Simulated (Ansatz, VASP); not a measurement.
**Na: VASP beside Ansatz**

The input INCAR:

```
SYSTEM = Na
PREC     = Accurate       ! precision mode
ENCUT    = 520            ! plane-wave cutoff, eV
EDIFF    = 1E-6           ! SCF threshold, eV
ISMEAR   = 0              ! smearing method
SIGMA    = 0.1            ! smearing width, eV
LREAL    = .FALSE.        ! projectors in reciprocal space
LASPH    = .TRUE.         ! aspherical terms in the spheres
NELM     = 60             ! most SCF steps
ALGO     = Fast           ! electronic algorithm
ISIF     = 2              ! what is computed and relaxed
LWAVE    = .FALSE.        ! write WAVECAR
LCHARG   = .TRUE.         ! write CHGCAR
GGA      = PE             ! functional
LELF     = .TRUE.         ! ELF
LVHAR    = .TRUE.       
NBANDS   = 14             ! bands
```

Contents of KPOINTS:

```
Automatic mesh
0
G
  15 15 8
  0 0 0
```

File POSCAR:

```
Na
1.0
    3.5090367693      0.0000000000      0.0000000000
   -1.7545183846      3.0389149850      0.0000000000
    0.0000000000      0.0000000000      6.2864340800
Na
2
Direct
    0.3333333333      0.6666666667      0.2500000000
    0.6666666667      0.3333333333      0.7500000000
```

Input for Ansatz:

```yaml
crystal:
  lattice:
    - [3.5090367693, 0.0, 0.0]
    - [-1.7545183846, 3.038914985, 0.0]
    - [0.0, 0.0, 6.28643408]
  atoms:
    - { symbol: Na, position: [0.3333333333, 0.6666666667, 0.25] }
    - { symbol: Na, position: [0.6666666667, 0.3333333333, 0.75] }
basis:
  ecutwfc: 420
kpoints:
  mp_grid: { grid: [15, 15, 8] }
hamiltonian:
  xc: pbe
scf:
  occupations: { method: gaussian, width: 0.1 }
output:
  forces: true
  stress: true
  eigenvalues: true
```

Alike in both runs: task single point; functional PBE; k mesh 15 × 15 × 8; occupations gaussian, width 0.1 eV; no spin polarisation.

|  | VASP | Ansatz |
| --- | --- | --- |
| version | VASP 6.6.1 | Ansatz 0.2.0 |
| potentials or method | VASP PAW PBE potentials, release 64 (Na_pv), cutoff 520 eV | scalar-relativistic, plane waves, PAW |
| valence electrons in the cell | 14 | 18 |

Ansatz gave:

| Quantity | Value |
| --- | --- |
| gap on the k mesh at the Fermi level (eV) | none |
| pressure (GPa) | 1.0 |
| traceless stress, the component that is largest in VASP (GPa) | -0.91 |

Q: Estimate VASP's values.

A: gap on the k mesh at the Fermi level (eV): none; pressure (GPa): 1.0; traceless stress, the component that is largest in VASP (GPa): -0.92.

A gap of «none» marks a metal or a gap that the smearing closes. VASP's potentials hold 14 valence electrons a cell and Ansatz's 18, so a difference there can come from the potentials and not from the codes.
